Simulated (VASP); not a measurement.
# MnSi (P2_13) in VASP: single point with PBEsol

Aim: the single point of MnSi with PBEsol.

All numbers are computed with VASP 6.6.1; they aren't measurements. Logs are shortened: lines on timing, memory, paths and dates and some standing lists are left out, and cuts for length are marked.

## Step 1: The cell of the first run

The structure is cubic, space group P2_13 (No. 198). The conventional cell has a = 4.558 Å, b = 4.558 Å, c = 4.558 Å, α = 90.00°, β = 90.00°, γ = 90.00°. Mn (site symmetry 3) has 7 Si at 2.29 to 2.56 Å and 6 Mn at 2.79 Å within 3.0 Å. Si (site symmetry 3) has 7 Mn at 2.29 to 2.56 Å and 6 Si at 2.82 Å within 3.0 Å.

## Step 2: Single point, PBEsol, collinear spin, ferromagnetic start

INCAR

```
ALGO = Normal
EDIFF = 1E-6
ENCUT = 500
GGA = PS
GGA_COMPAT = F
ISIF = 2
ISMEAR = -1
ISPIN = 2
LASPH = T
LCHARG = F
LMAXMIX = 4
LORBIT = 11
LREAL = F
LWAVE = F
MAGMOM = 1 1 1 1 0 0 0 0
NBANDS = 48
NELM = 200
PREC = Accurate
SIGMA = 0.05
```

KPOINTS

```
k-points
0
Gamma
  8 8 8
```

POSCAR

```
MnSi
1.0
    4.5580000000      0.0000000000      0.0000000000
    0.0000000000      4.5580000000      0.0000000000
    0.0000000000      0.0000000000      4.5580000000
Mn Si
4 4
Direct
    0.1352247715      0.1352247715      0.1352247715
    0.6352247715      0.3647752285      0.8647752285
    0.8647752285      0.6352247715      0.3647752285
    0.3647752285      0.8647752285      0.6352247715
    0.8446015085      0.8446015085      0.8446015085
    1.3446015085     -0.3446015085      0.1553984915
    0.1553984915      1.3446015085     -0.3446015085
   -0.3446015085      0.1553984915      1.3446015085
```

Potentials or basis: VASP PAW PBE potentials, release 64 (Mn_pv, Si).

The run is started by

```bash
> cat potpaw_PBE.64/Mn_pv/POTCAR potpaw_PBE.64/Si/POTCAR > POTCAR
> mpirun -np 1 vasp_std > vasp.out
```

OUTCAR:

```text
EDIFF = 1E-6
   ENCUT = 500
   GGA = PS
   ISIF = 2
   ISMEAR = -1
   ISPIN = 2
   LASPH = T
   LORBIT = 11
   LREAL = F
   NELM = 200
   PREC = Accurate

 ion  position               nearest neighbor table
   1  0.135  0.135  0.135-   5 2.29   6 2.39   7 2.39   8 2.39   6 2.56   7 2.56   8 2.56   3 2.79
                             4 2.79   2 2.79   4 2.79   3 2.79   2 2.79
   2  0.635  0.365  0.865-   6 2.29   5 2.39   7 2.39   8 2.39   7 2.56   8 2.56   5 2.56   1 2.79
                             3 2.79   3 2.79   4 2.79   4 2.79   1 2.79
   3  0.865  0.635  0.365-   7 2.29   6 2.39   5 2.39   8 2.39   8 2.56   5 2.56   6 2.56   1 2.79
                             2 2.79   2 2.79   1 2.79   4 2.79   4 2.79
   4  0.365  0.865  0.635-   8 2.29   6 2.39   7 2.39   5 2.39   6 2.56   7 2.56   5 2.56   1 2.79
                             1 2.79   2 2.79   2 2.79   3 2.79   3 2.79
   5  0.845  0.845  0.845-   1 2.29   2 2.39   3 2.39   4 2.39   2 2.56   3 2.56   4 2.56   6 2.82
                             7 2.82   8 2.82   8 2.82   7 2.82   6 2.82
   6  0.345  0.655  0.155-   2 2.29   1 2.39   3 2.39   4 2.39   3 2.56   4 2.56   1 2.56   8 2.82
                             5 2.82   7 2.82   7 2.82   8 2.82   5 2.82
   7  0.155  0.345  0.655-   3 2.29   2 2.39   1 2.39   4 2.39   4 2.56   1 2.56   2 2.56   8 2.82
                             5 2.82   6 2.82   5 2.82   6 2.82   8 2.82
   8  0.655  0.155  0.345-   4 2.29   2 2.39   3 2.39   1 2.39   2 2.56   3 2.56   1 2.56   7 2.82
                             5 2.82   5 2.82   6 2.82   6 2.82   7 2.82

  LATTYP: Found a simple cubic cell.
 ALAT       =     4.5580000000

  Lattice vectors:

 A1 = (   4.5580000000,   0.0000000000,   0.0000000000)
 A2 = (   0.0000000000,   4.5580000000,   0.0000000000)
 A3 = (   0.0000000000,   0.0000000000,   4.5580000000)

Analysis of symmetry for initial positions (statically):
=====================================================================
 Subroutine PRICEL returns:
 Original cell was already a primitive cell.

 Routine SETGRP: Setting up the symmetry group for a
 simple cubic supercell.

 Subroutine GETGRP returns: Found 12 space group operations
 (whereof  3 operations were pure point group operations)
 out of a pool of 48 trial point group operations.

The static configuration has the point symmetry C_3 .
 The point group associated with its full space group is T   .

Analysis of symmetry for dynamics (positions and initial velocities):
=====================================================================
 Subroutine PRICEL returns:
 Original cell was already a primitive cell.

 Routine SETGRP: Setting up the symmetry group for a
 simple cubic supercell.

 Subroutine GETGRP returns: Found 12 space group operations
 (whereof  3 operations were pure point group operations)
[... 177 lines left out ...]

 E-fermi :  10.6685     XC(G=0): -12.7909

 val. band max:       10.6498763632   @ k =   0.5000   0.3750   0.3750
 cond. band min:      10.6962480456   @ k =   0.3750   0.3750   0.0000
 fundamental gap:      0.0463716824
 Fermi energy:        10.6684513706

 spin component 1

 k-point     1 :       0.0000    0.0000    0.0000
  band No.  band energies     occupation
      1     -37.5688      1.00000
      2     -37.5688      1.00000
      3     -37.5688      1.00000
      4     -37.5007      1.00000
      5     -37.5007      1.00000
      6     -37.4985      1.00000
[... 1165 lines left out ...]
     45      14.6796      0.00000
     46      15.4819      0.00000

 [... further k-points ...]

 spin component 2

 k-point     1 :       0.0000    0.0000    0.0000
  band No.  band energies     occupation
      1     -36.5769      1.00000
      2     -36.5769      1.00000
      3     -36.5769      1.00000
      4     -36.4968      1.00000
      5     -36.3745      1.00000
      6     -36.3745      1.00000
[... 1165 lines left out ...]
     45      15.1398      0.00000
     46      15.8339      0.00000

 [... further k-points ...]

 [bands above 46 left out]

------------------------ aborting loop because EDIFF is reached ----------------------------------------

  FORCE on cell =-STRESS in cart. coord.  units (eV):
  Direction    XX          YY          ZZ          XY          YZ          ZX
  --------------------------------------------------------------------------------------
  -------------------------------------------------------------------------------------
  Total       -6.6903570     -6.6903570     -6.6903570     -0.0000000     -0.0000000      0.0000000
  in kB     -113.1975195   -113.1975195   -113.1975195     -0.0000000     -0.0000000      0.0000000
  external PRESSURE =    -113.1975195 kB  Pullay stress =       0.0000000 kB

 VOLUME and BASIS-vectors are now :
 -----------------------------------------------------------------------------
  energy-cutoff  :      500.00
  volume of cell :       94.69
      direct lattice vectors                 reciprocal lattice vectors
     4.558000000  0.000000000  0.000000000     0.219394471  0.000000000  0.000000000
     0.000000000  4.558000000  0.000000000     0.000000000  0.219394471  0.000000000
     0.000000000  0.000000000  4.558000000     0.000000000  0.000000000  0.219394471

 POSITION                                       TOTAL-FORCE (eV/Angst)
 -----------------------------------------------------------------------------------
      0.61635      0.61635      0.61635         0.010326      0.010326      0.010326
      2.89535      1.66265      3.94165         0.010326     -0.010326     -0.010326
      3.94165      2.89535      1.66265        -0.010326      0.010326     -0.010326
      1.66265      3.94165      2.89535        -0.010326     -0.010326      0.010326
      3.84969      3.84969      3.84969        -0.000719     -0.000719     -0.000719
      1.57069      2.98731      0.70831        -0.000719      0.000719      0.000719
      0.70831      1.57069      2.98731         0.000719     -0.000719      0.000719
      2.98731      0.70831      1.57069         0.000719      0.000719     -0.000719
 -----------------------------------------------------------------------------------
    total drift:                               -0.000001     -0.000001      0.000000

  FREE ENERGIE OF THE ION-ELECTRON SYSTEM (eV)
  ---------------------------------------------------
  free  energy   TOTEN  =       -66.1348728366 eV

  energy  without entropy=      -66.0974021091  energy(sigma->0) =      -66.11613747

 total charge

# of ion       s       p       d       tot
------------------------------------------
    1        0.329   6.375   5.274  11.977
    2        0.329   6.375   5.274  11.977
    3        0.329   6.375   5.274  11.977
    4        0.329   6.375   5.274  11.977
    5        0.744   0.886   0.000   1.630
    6        0.744   0.886   0.000   1.630
    7        0.744   0.886   0.000   1.630
    8        0.744   0.886   0.000   1.630
--------------------------------------------------
tot          4.289  29.047  21.094  54.430

 magnetization (x)

# of ion       s       p       d       tot
------------------------------------------
    1        0.000   0.006   1.032   1.038
    2        0.000   0.006   1.032   1.038
    3        0.000   0.006   1.032   1.038
    4        0.000   0.006   1.032   1.038
    5       -0.013  -0.034   0.000  -0.047
    6       -0.013  -0.034   0.000  -0.047
    7       -0.013  -0.034   0.000  -0.047
    8       -0.013  -0.034   0.000  -0.047
--------------------------------------------------
tot         -0.050  -0.115   4.130   3.965
```

Run time: 9.6 min. Hardware: 1 thread of Oxide Virtual Turin-like, shared host; peak memory 0.38 GiB.

What came out:

- Free energy: -66.1349 eV
- Pressure: -11.3 GPa
- Largest force: 0.018 eV/Å
- Net moment: 3.92 μB per cell
- Site moments: Mn +1.04; Si -0.05 μB
- Valence electrons inside the program's atomic spheres: Mn 11.98; Si 1.63

Forces in eV/Å, atoms in the order of the input:
```
Mn   0.010  0.010  0.010
Mn   0.010 -0.010 -0.010
Mn  -0.010  0.010 -0.010
Mn  -0.010 -0.010  0.010
Si  -0.001 -0.001 -0.001
Si  -0.001  0.001  0.001
Si   0.001 -0.001  0.001
Si   0.001  0.001 -0.001
```

Levels at points of the mesh, in eV from the Fermi level:
Spin up:
```tsv
k point	band 34	band 35	band 36	band 37	band 38	band 39
(0.00, 0.00, 0.00)	-0.37	-0.30	-0.30	0.70	0.70	0.70
(0.50, 0.00, 0.00)	-0.60	-0.13	-0.13	0.24	0.24	1.75
(0.50, 0.50, 0.00)	-1.03	-0.57	-0.57	0.70	0.70	1.22
(0.50, 0.50, 0.50)	-0.68	-0.68	-0.68	0.54	0.54	0.54
```
Spin down:
```csv
k point,band 30,band 31,band 32,band 33,band 34,band 35
"(0.00, 0.00, 0.00)",-1.37,-1.37,0.62,0.62,0.62,0.94
"(0.50, 0.00, 0.00)",-1.18,-0.41,-0.41,0.56,0.56,0.85
"(0.50, 0.50, 0.00)",-0.62,-0.51,-0.51,-0.26,-0.26,0.56
"(0.50, 0.50, 0.50)",0.05,0.05,0.05,0.23,0.23,0.23
```

Caveat: the cell stands under tension; the PAW data sets were made with another functional, which shifts forces and pressure a little.
